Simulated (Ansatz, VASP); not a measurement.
## Two plane-wave programs on SbO4

```xyz
5
Lattice="-1.9680 1.9680 4.5050 1.9680 -1.9680 4.5050 1.9680 1.9680 -4.5050" Properties=species:S:1:pos:R:3 pbc="T T T"
Sb    0.0000    0.0000    0.0000
O     0.0000    0.0000    7.0320
O     0.0000    1.9680    0.0000
O     1.9680    0.0000    0.0000
O     0.0000    0.0000    1.9780
```

Change from the starting cell: species swapped into the SnF4 type (I4/mmm, No. 139).

Alike in both runs: functional PBE; k mesh 14 × 14 × 14; occupations gaussian, width 0.1 eV; no spin polarisation.

Ansatz relaxed the structure, and its values are those at the end. VASP's run is a single point on that final structure, the one shown.

|  | VASP | Ansatz |
| --- | --- | --- |
| version | VASP 6.6.1 | Ansatz 0.2.0 |
| potentials or method | VASP PAW PBE potentials, release 64 (Sb, O), cutoff 520 eV | scalar-relativistic, plane waves, PAW |
| valence electrons in the cell | 29 | 39 |

```csv
,VASP,Ansatz,Ansatz less VASP
gap on the k mesh at the Fermi level (eV),none,none,-
pressure (GPa),0.1,0.0,-0.06
rms of the force components (eV/Å),0.017,0.000,-0.0169
```

A gap of «none» marks a metal or a gap that the smearing closes. VASP's potentials hold 29 valence electrons a cell and Ansatz's 39, so a difference there can come from the potentials and not from the codes.

Neither program's run includes spin-orbit coupling.
